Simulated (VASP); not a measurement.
Here is a VASP 6.6.1 calculation.

The input INCAR:

```
PREC = Accurate ; ENCUT = 520
EDIFF = 1E-6 ; ISMEAR = 0
SIGMA = 0.1 ; LREAL = F
LASPH = T ; NELM = 80
ALGO = Normal ; ISIF = 2
LWAVE = F ; LCHARG = T
LDIPOL = T ; IDIPOL = 3
DIPOL = 0.5 0.5 0.365 ; GGA = PE
LELF = T ; LVHAR = T
LVACPOTAV = T ; NBANDS = 32
```

File KPOINTS:

```
regular mesh
0
Gamma
  10 10 1
```

File POSCAR:

```
Mo3S
1.0
    2.7370454664      0.0000000000      0.0000000000
   -0.9123484888      2.5805112129      0.0000000000
    0.0000000000      0.0000000000     19.8082440452
Mo S
3 1
Direct
    0.5000000000      0.5000000000      0.2019361227
    0.0000000000      0.0000000000      0.3106875856
    0.5000000000      0.5000000000      0.4194336472
    0.6666666667      0.8333333333      0.5288319725
```

Potentials or basis: VASP PAW PBE potentials, release 64 (Mo_sv, S).

Launch:

```console
$ cat potpaw_PBE.64/Mo_sv/POTCAR potpaw_PBE.64/S/POTCAR > POTCAR
$ mpirun -np 1 vasp_std > vasp.out
```

(1) What does it give for the band gap on the k mesh?

(2) Predict the largest force.

Results:

(1) zero (bands 24 and 25 overlap by 1.59 eV).

(2) 0.760 eV/Å.
